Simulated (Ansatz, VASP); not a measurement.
## Two plane-wave programs on AlNi

INCAR

```
SYSTEM = AlNi
PREC = Accurate
ENCUT = 520
EDIFF = 1E-7
ISMEAR = -1
SIGMA = 0.05
LREAL = .False.
LASPH = .True.
NELM = 150
ALGO = Normal
ISIF = 2
LWAVE = .False.
LCHARG = .True.
ISPIN = 2
MAGMOM = 1.5 0
LORBIT = 11
NUPDOWN = 1.5
LMAXMIX = 4
GGA = PS
LELF = .True.
LVHAR = .True.
NBANDS = 18
```

Contents of KPOINTS:

```
regular mesh
0
Gamma
  8 8 7
  0 0 0
```

File POSCAR:

```
AlNi
1.0
    1.9386940000     -1.9531901500      0.0000000000
    1.9386940000      1.9531901500      0.0000000000
    0.0000000000      0.0000000000      3.0994300413
Ni Al
1 1
Direct
    0.5000000000      0.5000000000      0.5000000000
    0.0000000000      0.0000000000      0.0000000000
```

The input input.yaml:

```yaml
crystal:
  lattice:
    - [1.938694, -1.95319015, 0.0]
    - [1.938694, 1.95319015, 0.0]
    - [0.0, 0.0, 3.0994300413]
  atoms:
    - { symbol: Ni, position: [0.5, 0.5, 0.5], spin: 1.5 }
    - { symbol: Al, position: [0.0, 0.0, 0.0] }
hamiltonian:
  xc: pbesol
  pseudopotentials: { kind: paw }
magnetization:
  spin_polarized: true
  initial_magnetization: 1.5
  spin_locking: { lock_magnetization: hard }
kpoints:
  mp_grid: { grid: [8, 8, 7] }
scf:
  occupations: { method: fermi_dirac, width: 0.05 }
  lower_state_search: "off"
output:
  forces: true
  stress: true
  eigenvalues: true
  write_density: true
  write_potential: true
  elf: true
  volumetric_format: npy
```

Alike in both runs: task single point; functional PBEsol; k mesh 8 × 8 × 7; occupations fermi-dirac, width 0.05 eV; collinear spin; fixed moment 1.5 μB.

|  | VASP | Ansatz |
| --- | --- | --- |
| version | VASP 6.6.1 | Ansatz 0.2.0 |
| potentials or method | VASP PAW PBE potentials, release 64 (Ni, Al) | Ansatz PAW |
| plane-wave cutoff (eV) | 520 | 420 |
| valence electrons in the cell | 13 | 21 |

|  | VASP | Ansatz | Ansatz less VASP |
| --- | --- | --- | --- |
| pressure (GPa) | 11.5 | 11.3 | -0.16 |
| traceless stress, the component that is largest in VASP (GPa) | -2.81 | -2.84 | -0.033 |
| net moment per atom (μB) | 0.75 | 0.75 | 0.000 |
| size of the moment on the site where the two differ most (μB) | 0.10 | 0.17 | +0.063 |

VASP's potentials were made for PBE, not for PBEsol. Site moments also hang on the region over which each program counts them. The functional is the same, so the differences come from potentials, cutoffs and numerics. VASP's potentials hold 13 valence electrons a cell and Ansatz's 21, so a difference there can come from the potentials and not from the codes.
